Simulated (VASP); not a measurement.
# Co3C2 (P-3m1) in VASP: notebook

Co3C2 is run at these levels: PBE; tasks: single point, relaxation of cell and atoms.

Program: VASP 6.6.1. These are calculated values, not measurements. Logs are shortened: lines on timing, memory, paths and dates and some standing lists are left out, and cuts for length are marked.

### Step 1. The cell of the first run

The structure is trigonal, space group P-3m1 (No. 164). Conventional cell: a = 3.202 Å, b = 3.202 Å, c = 4.981 Å, α = 90.00°, β = 90.00°, γ = 120.00°. Within 2.9 Å of Co (site symmetry -3m) lie 6 C at 2.22 Å and 6 Co at 2.56 Å. Within 2.6 Å of Co (site symmetry 3m) lie 4 C at 1.93 to 1.99 Å and 6 Co at 2.35 to 2.56 Å. Within 2.6 Å of C (site symmetry 3m) lie 7 Co at 1.93 to 2.22 Å.

### Step 2. Single point, PBE, collinear spin, ferromagnetic start

Input file INCAR:

```
SYSTEM = Co3C2
PREC = Accurate ; ENCUT = 520
EDIFF = 1E-7 ; ISMEAR = 0
SIGMA = 0.1 ; LREAL = .FALSE.
LASPH = .TRUE. ; NELM = 150
ALGO = Normal ; ISIF = 2
LWAVE = .FALSE. ; LCHARG = .FALSE.
ISPIN = 2 ; MAGMOM = 3 3 3 0 0
LORBIT = 11 ; LMAXMIX = 4
GGA = PE ; NBANDS = 30
```

Input file KPOINTS:

```
Automatic mesh
0
G
  6 6 4
  0 0 0
```

Input file POSCAR:

```
Co3C2
1.0
    3.2018115537      0.0000000000      0.0000000000
   -1.6009057768      2.7728501436      0.0000000000
    0.0000000000      0.0000000000      4.9814986863
Co C
3 2
Direct
    0.0000000000      0.0000000000      0.0000000000
    0.3333333333      0.6666666667      0.6450000000
    0.6666666667      0.3333333333      0.3550000000
    0.3333333333      0.6666666667      0.2450000000
    0.6666666667      0.3333333333      0.7550000000
```

Potentials or basis: VASP PAW PBE potentials, release 64 (Co, C).

Run with:

```console
$ cat potpaw_PBE.64/Co/POTCAR potpaw_PBE.64/C/POTCAR > POTCAR
$ mpirun -np 1 vasp_std > vasp.out
```

OUTCAR:

```text
SYSTEM = Co3C2
   PREC = Accurate
   ENCUT = 520
   EDIFF = 1E-7
   ISMEAR = 0
   LREAL = .FALSE.
   LASPH = .TRUE.
   NELM = 150
   ISIF = 2
   ISPIN = 2
   LORBIT = 11
   GGA = PE

 ion  position               nearest neighbor table
   1  0.000  0.000  0.000-   4 2.22   5 2.22   4 2.22   5 2.22   5 2.22   4 2.22   2 2.56   3 2.56
                             2 2.56   3 2.56   2 2.56   3 2.56
   2  0.333  0.667  0.645-   5 1.93   5 1.93   5 1.93   4 1.99   3 2.35   3 2.35   3 2.35   1 2.56
                             1 2.56   1 2.56
   3  0.667  0.333  0.355-   4 1.93   4 1.93   4 1.93   5 1.99   2 2.35   2 2.35   2 2.35   1 2.56
                             1 2.56   1 2.56
   4  0.333  0.667  0.245-   3 1.93   3 1.93   3 1.93   2 1.99   1 2.22   1 2.22   1 2.22
   5  0.667  0.333  0.755-   2 1.93   2 1.93   2 1.93   3 1.99   1 2.22   1 2.22   1 2.22

  LATTYP: Found a hexagonal cell.
 ALAT       =     3.2018115537
 C/A-ratio  =     1.5558375634

  Lattice vectors:

 A1 = (   3.2018115537,   0.0000000000,   0.0000000000)
 A2 = (  -1.6009057768,   2.7728501436,   0.0000000000)
 A3 = (   0.0000000000,   0.0000000000,   4.9814986863)

Analysis of symmetry for initial positions (statically):
=====================================================================
 Subroutine PRICEL returns:
 Original cell was already a primitive cell.

 Routine SETGRP: Setting up the symmetry group for a
 hexagonal supercell.

 Subroutine GETGRP returns: Found 12 space group operations
 (whereof 12 operations were pure point group operations)
 out of a pool of 24 trial point group operations.

The static configuration has the point symmetry D_3d.

Analysis of symmetry for dynamics (positions and initial velocities):
=====================================================================
 Subroutine PRICEL returns:
 Original cell was already a primitive cell.

 Routine SETGRP: Setting up the symmetry group for a
 hexagonal supercell.

 Subroutine GETGRP returns: Found 12 space group operations
 (whereof 12 operations were pure point group operations)
 out of a pool of 24 trial point group operations.

The dynamic configuration has the point symmetry D_3d.

Analysis of structural, dynamic, and magnetic symmetry:
=====================================================================
 Subroutine PRICEL returns:
 Original cell was already a primitive cell.

[... 141 lines left out ...]
   LEPSILON=     F    determine dielectric tensor
   LRPA    =     F    only Hartree local field effects (RPA)
 spin polarized calculation
 Gauss-broadening in eV      SIGMA  =   0.10
  energy-cutoff  :      520.00
  volume of cell :       44.23
 maximum number of plane-waves:      1206
   NGX = 11   NGY = 11   NGZ = 19

 number of electron      35.0000018 magnetization       0.0162100

 number of electron      35.0000018 magnetization      -0.0018098

 Free energy of the ion-electron system (eV)
  ---------------------------------------------------
  ext. energy  EPLUGINS =         0.00000000
  ---------------------------------------------------
  free energy    TOTEN  =       -37.98195765 eV

  energy without entropy =      -37.95926970  energy(sigma->0) =      -37.97061368

 E-fermi :  10.2540     XC(G=0): -13.3417

 val. band max:       10.2521282131   @ k =   0.3333   0.1667   0.5000
 cond. band min:      10.2793077799   @ k =   0.0000   0.3333   0.2500
 fundamental gap:      0.0271795668
 Fermi energy:        10.2540104684

 spin component 1

 k-point     1 :       0.0000    0.0000    0.0000
  band No.  band energies     occupation
      1      -4.1138      1.00000
      2      -1.4602      1.00000
      3       3.1718      1.00000
      4       5.0719      1.00000
      5       5.0719      1.00000
      6       5.1590      1.00000
[... 757 lines left out ...]
     28      23.0451      0.00000
     29      23.0451      0.00000
 Fermi energy:        10.2540104684

 spin component 2

 k-point     1 :       0.0000    0.0000    0.0000
  band No.  band energies     occupation
      1      -4.1137      1.00000
      2      -1.4602      1.00000
      3       3.1718      1.00000
      4       5.0717      1.00000
      5       5.0717      1.00000
      6       5.1588      1.00000
[... 757 lines left out ...]
     28      23.0450      0.00000
     29      23.0450      0.00000
 [bands above 29 left out]

------------------------ aborting loop because EDIFF is reached ----------------------------------------

  FORCE on cell =-STRESS in cart. coord.  units (eV):
  Direction    XX          YY          ZZ          XY          YZ          ZX
  --------------------------------------------------------------------------------------
  -------------------------------------------------------------------------------------
  Total       -2.7959757     -2.7959757     -1.1871651     -0.0000000      0.0000000     -0.0000000
  in kB     -101.2888842   -101.2888842    -43.0070369     -0.0000000      0.0000000     -0.0000000
  external PRESSURE =     -81.8616017 kB  Pullay stress =       0.0000000 kB

 VOLUME and BASIS-vectors are now :
 -----------------------------------------------------------------------------
  energy-cutoff  :      520.00
  volume of cell :       44.23
      direct lattice vectors                 reciprocal lattice vectors
     3.201811554  0.000000000  0.000000000     0.312323191  0.180319878  0.000000000
    -1.600905777  2.772850144  0.000000000     0.000000000  0.360639756  0.000000000
     0.000000000  0.000000000  4.981498686     0.000000000  0.000000000  0.200742801

 POSITION                                       TOTAL-FORCE (eV/Angst)
 -----------------------------------------------------------------------------------
      0.00000      0.00000      0.00000        -0.000000      0.000000     -0.000000
     -0.00000      1.84857      3.21307        -0.000000      0.000000      1.935217
      1.60091      0.92428      1.76843         0.000000      0.000000     -1.935217
     -0.00000      1.84857      1.22047        -0.000000      0.000000      0.268190
      1.60091      0.92428      3.76103         0.000000      0.000000     -0.268190
 -----------------------------------------------------------------------------------
    total drift:                                0.000000      0.000000     -0.000000

  FREE ENERGIE OF THE ION-ELECTRON SYSTEM (eV)
  ---------------------------------------------------
  free  energy   TOTEN  =       -37.9819576526 eV

  energy  without entropy=      -37.9592697016  energy(sigma->0) =      -37.97061368

 total charge

# of ion       s       p       d       tot
------------------------------------------
    1        0.357   0.489   7.386   8.233
    2        0.500   0.727   7.519   8.746
    3        0.500   0.727   7.519   8.746
    4        0.872   1.426   0.000   2.298
    5        0.872   1.426   0.000   2.298
--------------------------------------------------
tot          3.102   4.796  22.424  30.321

 magnetization (x)

# of ion       s       p       d       tot
------------------------------------------
    1       -0.000  -0.000  -0.001  -0.001
    2        0.000  -0.000  -0.000  -0.000
    3        0.000  -0.000  -0.000  -0.000
    4        0.000   0.000   0.000   0.000
    5        0.000   0.000   0.000   0.000
--------------------------------------------------
tot          0.000   0.000  -0.002  -0.002
```

Run time: 41 s. Hardware: 1 thread of Intel Xeon 6975P-C (Granite Rapids), shared host; peak memory 0.2 GiB.

What came out:

| Property | Result |
| --- | --- |
| Free energy | -37.9820 eV |
| Pressure | -8.2 GPa |
| Largest force | 1.935 eV/Å |
| Net moment | 0.00 μB per cell |
| Valence electrons inside the program's atomic spheres | Co 8.23, 8.75 (each value once); C 2.30 |

Forces on the atoms (eV/Å):
```
Co   0.000  0.000  0.000
Co   0.000  0.000  1.935
Co   0.000  0.000 -1.935
C    0.000  0.000  0.268
C    0.000  0.000 -0.268
```

Stress tensor (GPa, compression positive):
```
-10.13   0.00   0.00
  0.00 -10.13   0.00
  0.00   0.00  -4.30
```

Levels at points of the mesh, in eV from the Fermi level:
Spin up:
```tsv
k point	band 15	band 16	band 17	band 18	band 19	band 20	band 21	band 22
(0.00, 0.00, 0.00)	-0.89	-0.83	-0.83	-0.69	3.09	3.33	3.33	3.65
(0.50, 0.00, 0.00)	-1.05	-0.77	-0.76	-0.72	0.09	0.83	0.99	2.39
(0.00, 0.00, 0.50)	-1.42	-1.25	0.10	0.10	3.01	3.01	3.31	4.23
(0.50, 0.00, 0.50)	-1.02	-0.85	-0.82	-0.43	0.78	1.54	2.02	2.34
```
Spin down:
```tsv
k point	band 16	band 17	band 18	band 19	band 20	band 21
(0.00, 0.00, 0.00)	-0.83	-0.83	-0.69	3.09	3.33	3.33
(0.50, 0.00, 0.00)	-0.77	-0.76	-0.72	0.09	0.83	0.99
(0.00, 0.00, 0.50)	-1.25	0.10	0.10	3.01	3.01	3.31
(0.50, 0.00, 0.50)	-0.85	-0.82	-0.43	0.78	1.54	2.02
```

Caveat: the k points lie up to 0.38 Å⁻¹ apart; forces of over 1 eV/Å act on the atoms, so gaps and moduli don't describe the material at rest.

### Step 3. Relaxation of cell and atoms, PBE

This run uses another cell than the first one, of 8.59 Å³/atom.

Input file INCAR:

```
PREC = Accurate
ENCUT = 600
EDIFF = 1E-6
ISMEAR = 0
SIGMA = 0.1
LREAL = F
LASPH = T
NELM = 100
ALGO = Normal
ISIF = 3
LWAVE = F
LCHARG = F
GGA = PE
IBRION = 2
NSW = 100
EDIFFG = -0.01
```

Input file KPOINTS:

```
Automatic mesh
0
Gamma
  12 12 8
```

Input file POSCAR:

```
Co3C2
1.0
    3.1359469235      0.0000000000      0.0000000000
   -1.5679734617      2.7158097006      0.0000000000
    0.0000000000      0.0000000000      5.0402657076
Co C
3 2
Direct
    0.0000000000      0.0000000000      0.0000000000
    0.3333333333      0.6666666667      0.6613743791
    0.6666666667      0.3333333333      0.3386256209
    0.3333333333      0.6666666667      0.2424351384
    0.6666666667      0.3333333333      0.7575648616
```

Potentials or basis: VASP PAW PBE potentials, release 64 (Co, C).

Run with:

```console
$ cat potpaw_PBE.64/Co/POTCAR potpaw_PBE.64/C/POTCAR > POTCAR
$ mpirun -np 1 vasp_std > vasp.out
```

OUTCAR:

```text
PREC = Accurate
   ENCUT = 600
   EDIFF = 1E-6
   ISMEAR = 0
   LREAL = F
   LASPH = T
   NELM = 100
   ISIF = 3
   GGA = PE
   IBRION = 2
   NSW = 100
   EDIFFG = -0.01

 ion  position               nearest neighbor table
   1  0.000  0.000  0.000-   4 2.18   5 2.18   4 2.18   5 2.18   5 2.18   4 2.18   2 2.49   3 2.49
                             2 2.49   3 2.49   2 2.49   3 2.49
   2  0.333  0.667  0.661-   5 1.87   5 1.87   5 1.87   4 2.11   3 2.43   3 2.43   3 2.43   1 2.49
                             1 2.49   1 2.49
   3  0.667  0.333  0.339-   4 1.87   4 1.87   4 1.87   5 2.11   2 2.43   2 2.43   2 2.43   1 2.49
                             1 2.49   1 2.49
   4  0.333  0.667  0.242-   3 1.87   3 1.87   3 1.87   2 2.11   1 2.18   1 2.18   1 2.18
   5  0.667  0.333  0.758-   2 1.87   2 1.87   2 1.87   3 2.11   1 2.18   1 2.18   1 2.18

  LATTYP: Found a hexagonal cell.
 ALAT       =     3.1359469235
 C/A-ratio  =     1.6072547880

  Lattice vectors:

 A1 = (   3.1359469235,   0.0000000000,   0.0000000000)
 A2 = (  -1.5679734617,   2.7158097006,   0.0000000000)
 A3 = (   0.0000000000,   0.0000000000,   5.0402657076)

Analysis of symmetry for initial positions (statically):
=====================================================================
[... 187 lines left out ...]
  -------------------------------------------------------------------------------------
  Total       -0.1009556     -0.1009556     -0.3361710     -0.0000000      0.0000000      0.0000000
  in kB       -3.7680764     -3.7680764    -12.5472749     -0.0000000      0.0000000      0.0000000
  external PRESSURE =      -6.6944759 kB  Pullay stress =       0.0000000 kB
[... 182 lines left out ...]
--------------------------------------- Ionic step        6  -------------------------------------------

 number of electron      34.9999992 magnetization

 Free energy of the ion-electron system (eV)
  ---------------------------------------------------
  ext. energy  EPLUGINS =         0.00000000
  ---------------------------------------------------
  free energy    TOTEN  =       -38.22154578 eV

  energy without entropy =      -38.21110049  energy(sigma->0) =      -38.21632313

 E-fermi :  10.7655     XC(G=0): -13.5286

 val. band max:       10.7625687775   @ k =   0.0000   0.1667   0.3750
 cond. band min:      10.7708551119   @ k =   0.0000   0.3333   0.2500
 fundamental gap:      0.0082863345
 Fermi energy:        10.7654721632

 k-point     1 :       0.0000    0.0000    0.0000
  band No.  band energies     occupation
      1      -3.9024      2.00000
      2      -1.2386      2.00000
      3       3.3071      2.00000
      4       5.2078      2.00000
      5       5.2078      2.00000
      6       5.4875      2.00000
[... 565 lines left out ...]
     20      13.6318      0.00000
     21      13.6685      0.00000

 [... further k-points ...]

------------------------ aborting loop because EDIFF is reached ----------------------------------------

  FORCE on cell =-STRESS in cart. coord.  units (eV):
  Direction    XX          YY          ZZ          XY          YZ          ZX
  --------------------------------------------------------------------------------------
  -------------------------------------------------------------------------------------
  Total       -0.0032037     -0.0032037     -0.0184028     -0.0000000      0.0000000      0.0000000
  in kB       -0.1199118     -0.1199118     -0.6888105     -0.0000000      0.0000000      0.0000000
  external PRESSURE =      -0.3095447 kB  Pullay stress =       0.0000000 kB
[... 20 lines left out ...]
  FREE ENERGIE OF THE ION-ELECTRON SYSTEM (eV)
  ---------------------------------------------------
  free  energy   TOTEN  =       -38.2215457802 eV

  energy  without entropy=      -38.2111004878  energy(sigma->0) =      -38.21632313

 reached required accuracy - stopping structural energy minimisation
```

Run time: 7.6 min. Hardware: 1 thread of Intel Xeon 6975P-C (Granite Rapids), shared host; peak memory 0.27 GiB.

What came out:

| Item | Value |
| --- | --- |
| Free energy | -38.2215 eV |
| Relaxed volume | 8.56 Å³/atom |
| Relaxed cell | a = 3.139 Å, b = 3.139 Å, c = 5.016 Å, α = 90.00°, β = 90.00°, γ = 120.00° |
| Space group after relaxing (to 0.1 Å) | P-3m1 (No. 164) |
| Energy gained by relaxing | 0.1 meV/atom |
| Ionic steps | 6 |
| Pressure after relaxing | 0.0 GPa |
| Largest force after relaxing | 0.010 eV/Å |
| Band gap on the k mesh | zero (an odd number of electrons rules out a gap without spin polarisation) |

Forces in eV/Å, atoms in the order of the input:
```
Co   0.000  0.000  0.000
Co   0.000  0.000 -0.004
Co   0.000  0.000  0.004
C    0.000  0.000  0.010
C    0.000  0.000 -0.010
```

The path:
```tsv
step	energy change (eV)	largest force (eV/Å)	pressure (GPa)	volume (Å³)
1	0.0000	0.0169	-0.67	42.93
2	-0.0002	0.0236	0.79	42.70
3	-0.0004	0.0210	0.28	42.80
4	-0.0007	0.0102	0.14	42.80
5	-0.0007	0.0178	0.02	42.80
6	-0.0007	0.0098	-0.03	42.80
```

Final structure:
```xyz
5
Lattice="3.1391 0.0000 0.0000 -1.5696 2.7185 0.0000 0.0000 0.0000 5.0159" Properties=species:S:1:pos:R:3 pbc="T T T"
Co    1.5696    2.7185    0.0000
Co    0.0000    1.8124    3.3180
Co    1.5696    0.9062    1.6980
C     0.0000    1.8124    1.2146
C     1.5696    0.9062    3.8014
```

Caveat: the run has no spin polarisation, though such a crystal can be magnetic. Spin polarisation is off, so any magnetic state and its effect on volume and gap are missing.
